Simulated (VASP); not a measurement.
# TaSiO4 (P-6m2) in VASP: notebook

The runs below take TaSiO4 through single point, with PBE.

All numbers are computed with VASP 6.6.1; they aren't measurements. Logs are shortened: lines on timing, memory, paths and dates and some standing lists are left out, and cuts for length are marked.

## (1) The cell of the first run

It takes space group P-6m2 (No. 187, hexagonal). Conventional cell: a = 5.538 Å, b = 5.538 Å, c = 2.525 Å, α = 90.00°, β = 90.00°, γ = 120.00°. Within 3.3 Å of Ta (site symmetry -6m2) lie 2 Ta at 2.53 Å and 15 O at 3.06 to 3.20 Å and 3 Si at 3.20 Å. Si (site symmetry -6m2) has 6 O at 1.81 Å within 2.4 Å. O (site symmetry -6m2) has 8 O at 2.28 to 2.53 Å within 3.0 Å. Within 2.4 Å of O (site symmetry mm2) lie 2 Si at 1.81 Å and 4 O at 2.26 to 2.28 Å.

## (2) Single point, PBE

Contents of INCAR:

```
  ALGO = Normal
  EDIFF = 1E-6
  ENCUT = 520
  GGA = PE
  ISIF = 2
  ISMEAR = 0
  LASPH = True
  LCHARG = False
  LREAL = False
  LWAVE = False
  NBANDS = 28
  NELM = 100
  PREC = Accurate
  SIGMA = 0.1
```

Contents of KPOINTS:

```
k-points
0
Gamma
  6 6 6
```

Contents of POSCAR:

```
TaSiO4
1.0
    5.5375179044     -0.0000000034      0.0000000000
   -2.7687589492      4.7956311808      0.0000000000
    0.0000000000      0.0000000000      2.5251034128
Ta Si O
1 1 4
Direct
    0.0000000000      0.0000000000      0.0000000000
    0.3333333333      0.6666666667      0.0000000000
    0.6666666667      0.3333333333      0.0000000000
    1.0615702658      0.5307851329      0.5000000000
    0.4692148671      0.5307851329      0.5000000000
    0.4692148671     -0.0615702658      0.5000000000
```

Potentials or basis: VASP PAW PBE potentials, release 64 (Ta_pv, Si, O).

Run with:

```bash
> cat potpaw_PBE.64/Ta_pv/POTCAR potpaw_PBE.64/Si/POTCAR potpaw_PBE.64/O/POTCAR > POTCAR
> mpirun -np 1 vasp_std > vasp.out
```

OUTCAR:

```text
EDIFF = 1E-6
   ENCUT = 520
   GGA = PE
   ISIF = 2
   ISMEAR = 0
   LASPH = True
   LREAL = False
   NELM = 100
   PREC = Accurate

 ion  position               nearest neighbor table
   1  0.000  0.000  0.000-   2 3.20   2 3.20   2 3.20
   2  0.333  0.667  0.000-   6 1.81   6 1.81   4 1.81   4 1.81   5 1.81   5 1.81   1 3.20   1 3.20
                             1 3.20
   3  0.667  0.333  0.000-
   4  0.062  0.531  0.500-   2 1.81   2 1.81
   5  0.469  0.531  0.500-   2 1.81   2 1.81
   6  0.469  0.938  0.500-   2 1.81   2 1.81

  LATTYP: Found a hexagonal cell.
 ALAT       =     5.5375179044
 C/A-ratio  =     0.4559991419

  Lattice vectors:

 A1 = (   5.5375179044,  -0.0000000034,   0.0000000000)
 A2 = (  -2.7687589492,   4.7956311808,   0.0000000000)
 A3 = (   0.0000000000,   0.0000000000,   2.5251034128)

Analysis of symmetry for initial positions (statically):
=====================================================================
 Subroutine PRICEL returns:
 Original cell was already a primitive cell.

 Routine SETGRP: Setting up the symmetry group for a
 hexagonal supercell.

 Subroutine GETGRP returns: Found 12 space group operations
 (whereof 12 operations were pure point group operations)
 out of a pool of 24 trial point group operations.

The static configuration has the point symmetry D_3h.

Analysis of symmetry for dynamics (positions and initial velocities):
=====================================================================
 Subroutine PRICEL returns:
 Original cell was already a primitive cell.

 Routine SETGRP: Setting up the symmetry group for a
 hexagonal supercell.

 Subroutine GETGRP returns: Found 12 space group operations
 (whereof 12 operations were pure point group operations)
 out of a pool of 24 trial point group operations.

The dynamic configuration has the point symmetry D_3h.

 Subroutine INISYM returns: Found 12 space group operations
 (whereof 12 operations are pure point group operations),
 and found     1 'primitive' translations

----------------------------------------------------------------------------------------

                                     Primitive cell

  volume of cell :      67.0564

  direct lattice vectors                    reciprocal lattice vectors
     5.537517904 -0.000000003  0.000000000     0.180586324  0.104261562  0.000000000
    -2.768758949  4.795631181  0.000000000     0.000000000  0.208523125  0.000000000
     0.000000000  0.000000000  2.525103413     0.000000000  0.000000000  0.396023385

  length of vectors
     5.537517904  5.537517904  2.525103413     0.208523125  0.208523125  0.396023385

  position of ions in fractional coordinates (direct lattice)
     0.000000000  0.000000000  0.000000000
     0.333333333  0.666666667  0.000000000
     0.666666667  0.333333333  0.000000000
     0.061570266  0.530785133  0.500000000
     0.469214867  0.530785133  0.500000000
     0.469214867  0.938429734  0.500000000

  ion indices of the primitive-cell ions
   primitive index   ion index
                 1           1
                 2           2
                 3           3
                 4           4
                 5           5
                 6           6

----------------------------------------------------------------------------------------

 KPOINTS: k-points

Automatic generation of k-mesh.
 Grid dimensions read from file:
 generate k-points for:    6    6    6

 Generating k-lattice:

  Cartesian coordinates                     Fractional coordinates (reciprocal lattice)
     0.030097721  0.017376927  0.000000000     0.166666667  0.000000000  0.000000000
     0.000000000  0.034753854  0.000000000    -0.000000000  0.166666667  0.000000000
     0.000000000  0.000000000  0.066003897     0.000000000  0.000000000  0.166666667

  Length of vectors
     0.034753854  0.034753854  0.066003897

  Shift w.r.t. Gamma in fractional coordinates (k-lattice)
     0.000000000  0.000000000  0.000000000

 Subroutine IBZKPT returns following result:
 ===========================================

 Found     28 irreducible k-points:

 Following reciprocal coordinates:
            Coordinates               Weight
  0.000000  0.000000  0.000000      1.000000
  0.166667  0.000000  0.000000      6.000000
  0.333333  0.000000  0.000000      6.000000
  0.500000  0.000000  0.000000      3.000000
  0.166667  0.166667  0.000000      6.000000
  0.333333  0.166667  0.000000     12.000000
[... 16 lines left out ...]
  0.166667  0.000000  0.500000      6.000000
  0.333333  0.000000  0.500000      6.000000
 [... further k-points ...]
   k-points           NKPTS =     28   k-points in BZ     NKDIM =     28   number of bands    NBANDS=     28
   number of dos      NEDOS =    301   number of ions     NIONS =      6
   total plane-waves  NPLWV =  35280
   dimension x,y,z NGX =    42 NGY =   42 NGZ =   20
   dimension x,y,z NGXF=    84 NGYF=   84 NGZF=   40
   ions per type =               1   1   4
   NGX,Y,Z   is equivalent  to a cutoff of  12.61, 12.61, 13.17 a.u.
   NGXF,Y,Z  is equivalent  to a cutoff of  25.22, 25.22, 26.33 a.u.
 SYSTEM =  unknown system
   PREC   = accura    normal or accurate (medium, high low for compatibility)
   ISTART =      0    job   : 0-new  1-cont  2-samecut
   ICHARG =      2    charge: 1-file 2-atom 10-const
   ISPIN  =      1    spin polarized calculation?
   LNONCOLLINEAR =      F non collinear calculations
   LSORBIT =      F    spin-orbit coupling
   LASPH  =      T    aspherical Exc in radial PAW
   ENCUT  =  520.0 eV  38.22 Ry    6.18 a.u.  10.30 10.30  4.70*2*pi/ulx,y,z
   NELM   =    100;   NELMIN=  2; NELMDL= -5     # of ELM steps
   EDIFF  = 0.1E-05   stopping-criterion for ELM
   LREAL  =      F    real-space projection
   EDIFFG = 0.1E-04   stopping-criterion for IOM
   NSW    =      0    number of steps for IOM
   IBRION =     -1    ionic relax: 0-MD 1-quasi-New 2-CG
   NFREE  =      0    steps in history (QN), initial steepest desc. (CG)
   ISIF   =      2    stress and relaxation
   ISYM   =      2    0-nonsym 1-usesym 2-fastsym
   POTIM  = 0.5000    time-step for ionic-motion
   TEBEG  =    0.0;   TEEND  =   0.0 temperature during run
   PSTRESS=    0.0 pullay stress
   NELECT =      39.0000    total number of electrons
   NUPDOWN=      -1.0000    fix difference up-down
   EMIN   =  10.00;   EMAX   =-10.00  energy-range for DOS
   EFERMI =   0.00;   METHOD = LEGACY
   ISMEAR =     0;   SIGMA  =   0.10  broadening in eV -4-tet -1-fermi 0-gaus
   EFERMI_NEDOS =   21; number of points for ismear=-14 and -15
   IALGO  =     38    algorithm
   IMIX   =      4    mixing-type and parameters
     AMIX     =   0.40;   BMIX     =  1.00
     AMIX_MAG =   1.60;   BMIX_MAG =  1.00
  volume/ion in A,a.u.               =      11.18        75.42
  Fermi-wavevector in a.u.,A,eV,Ry     =   1.366521  2.582350 25.407246  1.867380
  Thomas-Fermi vector in A             =   2.492654
   LORBIT       =      0    0 simple, 1 ext, 2 COOP (PROOUT), +10 PAW based schemes
   GGA     = PE    functional components
   LHFCALC =     F    Hartree Fock is set to
   AEXX    =    0.0000 exact exchange contribution
   IVDW    =     0    specifies the selected vdW correction
   LEPSILON=     F    determine dielectric tensor
   LRPA    =     F    only Hartree local field effects (RPA)
 non-spin polarized calculation
 Gauss-broadening in eV      SIGMA  =   0.10
  energy-cutoff  :      520.00
  volume of cell :       67.06
 maximum number of plane-waves:      1824
 NGX is ok and might be reduce to    42
   NGX = 21   NGY = 21   NGZ =  9

 number of electron      39.0000000 magnetization

 Free energy of the ion-electron system (eV)
  ---------------------------------------------------
  ext. energy  EPLUGINS =         0.00000000
  ---------------------------------------------------
  free energy    TOTEN  =       -36.14778239 eV

  energy without entropy =      -36.11431880  energy(sigma->0) =      -36.13105059

 E-fermi :   4.9223     XC(G=0): -11.3449

 val. band max:        4.9078498840   @ k =   0.3333   0.1667   0.0000
 cond. band min:       4.9655929295   @ k =   0.1667   0.1667   0.3333
 fundamental gap:      0.0577430455
 Fermi energy:         4.9223460231

 k-point     1 :       0.0000    0.0000    0.0000
  band No.  band energies     occupation
      1     -30.9539      2.00000
      2     -30.9539      2.00000
      3     -29.1009      2.00000
      4     -16.9749      2.00000
      5     -13.9418      2.00000
      6     -13.9418      2.00000
[... 20 lines left out ...]
     27      11.8036      0.00000
     28      11.8036      0.00000

 k-point     2 :       0.1667    0.0000    0.0000
  band No.  band energies     occupation
      1     -30.9541      2.00000
      2     -30.9539      2.00000
      3     -29.1009      2.00000
      4     -16.9458      2.00000
      5     -14.0557      2.00000
      6     -13.9404      2.00000
[... 20 lines left out ...]
     27      11.6136      0.00000
     28      11.8888      0.00000

 k-point     3 :       0.3333    0.0000    0.0000
  band No.  band energies     occupation
      1     -30.9547      2.00000
      2     -30.9541      2.00000
      3     -29.1009      2.00000
      4     -16.8845      2.00000
      5     -14.2608      2.00000
      6     -13.9375      2.00000
[... 20 lines left out ...]
     27      11.2318      0.00000
     28      11.8047      0.00000

 k-point     4 :       0.5000    0.0000    0.0000
  band No.  band energies     occupation
      1     -30.9549      2.00000
      2     -30.9541      2.00000
      3     -29.1009      2.00000
      4     -16.8519      2.00000
      5     -14.3560      2.00000
      6     -13.9362      2.00000
[... 578 lines left out ...]
     27      10.6143      0.00000
     28      11.5998      0.00000

 k-point    23 :       0.1667    0.0000    0.5000
  band No.  band energies     occupation
      1     -31.2394      2.00000
      2     -30.6960      2.00000
      3     -30.6959      2.00000
      4     -15.2712      2.00000
      5     -12.7947      2.00000
      6     -12.7764      2.00000
[... 20 lines left out ...]
     27      11.0635      0.00000
     28      11.7299      0.00000

 k-point    24 :       0.3333    0.0000    0.5000
  band No.  band energies     occupation
      1     -31.2393      2.00000
      2     -30.6962      2.00000
      3     -30.6960      2.00000
      4     -15.2565      2.00000
      5     -12.8352      2.00000
      6     -12.7804      2.00000
[... 20 lines left out ...]
     27      11.8773      0.00000
     28      12.3832      0.00000

 [... further k-points ...]
[... 5 lines left out ...]
  --------------------------------------------------------------------------------------
  -------------------------------------------------------------------------------------
  Total        0.0641674      0.0641674      0.2631161      0.0000000      0.0000000      0.0000000
  in kB        1.5331505      1.5331505      6.2866311      0.0000000      0.0000000      0.0000000
  external PRESSURE =       3.1176440 kB  Pullay stress =       0.0000000 kB

 VOLUME and BASIS-vectors are now :
 -----------------------------------------------------------------------------
  energy-cutoff  :      520.00
  volume of cell :       67.06
      direct lattice vectors                 reciprocal lattice vectors
     5.537517904 -0.000000003  0.000000000     0.180586324  0.104261562  0.000000000
    -2.768758949  4.795631181  0.000000000     0.000000000  0.208523125  0.000000000
     0.000000000  0.000000000  2.525103413     0.000000000  0.000000000  0.396023385

 POSITION                                       TOTAL-FORCE (eV/Angst)
 -----------------------------------------------------------------------------------
      0.00000      0.00000      0.00000         0.000000      0.000000      0.000000
      0.00000      3.19709      0.00000         0.000000      0.000000      0.000000
      2.76876      1.59854      0.00000         0.000000      0.000000      0.000000
     -1.12867      2.54545      1.26255        -0.040224     -0.023223     -0.000000
      1.12867      2.54545      1.26255         0.040224     -0.023223     -0.000000
      0.00000      4.50036      1.26255         0.000000      0.046447      0.000000
 -----------------------------------------------------------------------------------
    total drift:                               -0.000001      0.000000      0.000000

  FREE ENERGIE OF THE ION-ELECTRON SYSTEM (eV)
  ---------------------------------------------------
  free  energy   TOTEN  =       -36.1477823858 eV

  energy  without entropy=      -36.1143187967  energy(sigma->0) =      -36.13105059
```

Run time: 36 s. Hardware: 1 thread of AMD EPYC 9R45 (Zen 5), shared host; peak memory 0.18 GiB.

Results:

* Free energy: -36.1478 eV
* Pressure: 0.3 GPa
* Largest force: 0.046 eV/Å

Forces in eV/Å, atoms in the order of the input:
```
Ta   0.000  0.000  0.000
Si   0.000  0.000  0.000
O    0.000  0.000  0.000
O   -0.040 -0.023  0.000
O    0.040 -0.023  0.000
O    0.000  0.046  0.000
```

Caveat: the k points lie up to 0.41 Å⁻¹ apart; spin-orbit coupling is left out, which moves the levels of the heavy elements; an odd number of electrons without spin polarisation forces a metal; a magnetic or distorted state may lie lower.

(Part 1 of 2 ends here.)
